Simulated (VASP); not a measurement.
# Mn (Im-3m) in VASP: a series of runs, part 2 of 2

VASP 6.6.1. Earlier steps stand in the parts before.

### 4 Single point, PBE

This run uses another cell than the first one, of 10.36 Å³/atom.

The input, INCAR:

```
  ALGO = Normal
  EDIFF = 1E-7
  ENCUT = 520
  GGA = PE
  ISIF = 2
  ISMEAR = -1
  LASPH = T
  LCHARG = F
  LREAL = F
  LWAVE = F
  NBANDS = 12
  NELM = 60
  PREC = Accurate
  SIGMA = 0.06122561905347299
```

The input, KPOINTS:

```
k-points
0
Gamma
  55 55 55
```

The input, POSCAR:

```
Mn
1.0
   -1.3730911922      1.3730911922      1.3730911922
    1.3730911922     -1.3730911922      1.3730911922
    1.3730911922      1.3730911922     -1.3730911922
Mn
1
Direct
    0.0000000000      0.0000000000      0.0000000000
```

Started as:

```sh
$ cat potpaw_PBE.64/Mn_pv/POTCAR > POTCAR
$ mpirun -np 1 vasp_std > vasp.out
```

Run time: 5.6 min. Hardware: 1 thread of Intel Xeon 8259CL, shared host; peak memory 0.61 GiB.

The run converged. Its results:

```
Free energy            : -8.8352 eV
Pressure               : 12.2 GPa
Band gap on the k mesh : zero (an odd number of electrons rules out a gap without spin polarisation)
```

Levels at points of the mesh, in eV from the Fermi level:
```tsv
k point	band 4	band 5	band 6	band 7	band 8	band 9
(0.00, 0.00, 0.00)	-8.84	-1.69	-1.69	-1.69	0.35	0.35
```

Caveat: the cell stands under pressure; the run has no spin polarisation, though such a crystal can be magnetic.

### 5 Single point, PBE

The input, INCAR:

```
PREC     = Accurate       # precision mode
ENCUT    = 520            # plane-wave cutoff, eV
EDIFF    = 1E-7           # SCF threshold, eV
ISMEAR   = -1             # smearing method
SIGMA    = 0.06122561905347299 # smearing width, eV
LREAL    = False          # projectors in reciprocal space
LASPH    = True           # aspherical terms in the spheres
NELM     = 60             # most SCF steps
ALGO     = Normal         # electronic algorithm
ISIF     = 2              # what is computed and relaxed
LWAVE    = False          # write WAVECAR
LCHARG   = False          # write CHGCAR
GGA      = PE             # functional
NBANDS   = 12             # bands
```

The input, KPOINTS:

```
Automatic mesh
0
Gamma
  55 55 55
```

The input, POSCAR:

```
Mn
1.0
   -1.4192021445      1.4192021445      1.4192021445
    1.4192021445     -1.4192021445      1.4192021445
    1.4192021445      1.4192021445     -1.4192021445
Mn
1
Direct
    0.0000000000      0.0000000000      0.0000000000
```

Potentials or basis: VASP PAW PBE potentials, release 64 (Mn_pv).

Started as:

```sh
$ cat potpaw_PBE.64/Mn_pv/POTCAR > POTCAR
$ mpirun -np 1 vasp_std > vasp.out
```

OUTCAR:

```text
PREC = Accurate
   ENCUT = 520
   EDIFF = 1E-7
   ISMEAR = -1
   LREAL = False
   LASPH = True
   NELM = 60
   ISIF = 2
   GGA = PE

 ion  position               nearest neighbor table
   1  0.000  0.000  0.000-

  LATTYP: Found a body centered cubic cell.
 ALAT       =     2.8384042890

  Lattice vectors:

 A1 = (  -1.4192021445,   1.4192021445,   1.4192021445)
 A2 = (   1.4192021445,  -1.4192021445,   1.4192021445)
[... 536 lines left out ...]
     10      19.8444      0.00000
     11      27.8047      0.00000
     12      31.1363      0.00000

 [... further k-points ...]

------------------------ aborting loop because EDIFF is reached ----------------------------------------

  FORCE on cell =-STRESS in cart. coord.  units (eV):
  Direction    XX          YY          ZZ          XY          YZ          ZX
  --------------------------------------------------------------------------------------
  -------------------------------------------------------------------------------------
  Total       -1.0252033     -1.0252033     -1.0252033     -0.0000000      0.0000000      0.0000000
  in kB     -143.6573354   -143.6573354   -143.6573354     -0.0000000      0.0000000      0.0000000
  external PRESSURE =    -143.6573354 kB  Pullay stress =       0.0000000 kB

 VOLUME and BASIS-vectors are now :
 -----------------------------------------------------------------------------
  energy-cutoff  :      520.00
  volume of cell :       11.43
      direct lattice vectors                 reciprocal lattice vectors
    -1.419202145  1.419202145  1.419202145     0.000000000  0.352310629  0.352310629
     1.419202145 -1.419202145  1.419202145     0.352310629  0.000000000  0.352310629
     1.419202145  1.419202145 -1.419202145     0.352310629  0.352310629  0.000000000

 POSITION                                       TOTAL-FORCE (eV/Angst)
 -----------------------------------------------------------------------------------
      0.00000      0.00000      0.00000        -0.000000      0.000000     -0.000000
 -----------------------------------------------------------------------------------
    total drift:                                0.000000      0.000000      0.000000

  FREE ENERGIE OF THE ION-ELECTRON SYSTEM (eV)
  ---------------------------------------------------
  free  energy   TOTEN  =        -8.8201652945 eV

  energy  without entropy=       -8.7902001260  energy(sigma->0) =       -8.80518271
```

Wall time 5.4 min (1 thread of Intel Xeon Platinum 8259CL at 2.50GHz (Skylake/Cascade Lake), shared host); peak memory 0.61 GiB.

What came out:

* Free energy: -8.8202 eV
* Pressure: -14.4 GPa
* Band gap on the k mesh: zero (an odd number of electrons rules out a gap without spin polarisation)

Caveat: the cell stands under tension; the run has no spin polarisation, though such a crystal can be magnetic.

### 6 The runs side by side

```tsv
cell	k mesh	gap on the mesh (eV)	pressure (GPa)
a = 2.458 Å, angles 109.5°, 1 atom	28 × 28 × 28	none	-14.4
a = 2.362 Å, angles 109.5°, 1 atom	55 × 55 × 55	none	19.5
a = 2.378 Å, angles 109.5°, 1 atom	55 × 55 × 55	none	12.2
a = 2.458 Å, angles 109.5°, 1 atom	55 × 55 × 55	none	-14.4
```

Alike in all rows: task single point; level PBE; potentials or basis VASP PAW PBE potentials, release 64 (Mn_pv); no spin polarisation; cutoff (eV) 520; smearing fermi-dirac 0.0612256 eV.

Caveats: the run has no spin polarisation, though such a crystal can be magnetic; the cell stands under tension (at least some runs); the cell stands under pressure (at least some runs).

Absolute energies hang on the potentials; compare differences alone.
